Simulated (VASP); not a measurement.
Input of a VASP 6.6.1 run:

The input INCAR:

```
SYSTEM = Bi
PREC     = Accurate       ! precision mode
ENCUT    = 520            ! plane-wave cutoff, eV
EDIFF    = 1E-7           ! SCF threshold, eV
ISMEAR   = -1             ! smearing method
SIGMA    = 0.08           ! smearing width, eV
LREAL    = .FALSE.        ! projectors in reciprocal space
LASPH    = .TRUE.         ! aspherical terms in the spheres
NELM     = 100            ! most SCF steps
ALGO     = Normal         ! electronic algorithm
ISIF     = 2              ! what is computed and relaxed
LWAVE    = .FALSE.        ! write WAVECAR
LCHARG   = .FALSE.        ! write CHGCAR
GGA      = PE             ! functional
NBANDS   = 14             ! bands
```

Contents of KPOINTS:

```
Automatic mesh
0
G
  13 13 13
  0 0 0
```

The input POSCAR:

```
Bi
1.0
   -1.8191446379      1.8191446379      1.8191446379
    1.8191446379     -1.8191446379      1.8191446379
    1.8191446379      1.8191446379     -1.8191446379
Bi
1
Direct
    0.0000000000      0.0000000000      0.0000000000
```

Potentials or basis: VASP PAW PBE potentials, release 64 (Bi_d).

Launch:

```bash
$ cat potpaw_PBE.64/Bi_d/POTCAR > POTCAR
$ mpirun -np 1 vasp_std > vasp.out
```

Predict the pressure.

26.6 GPa.
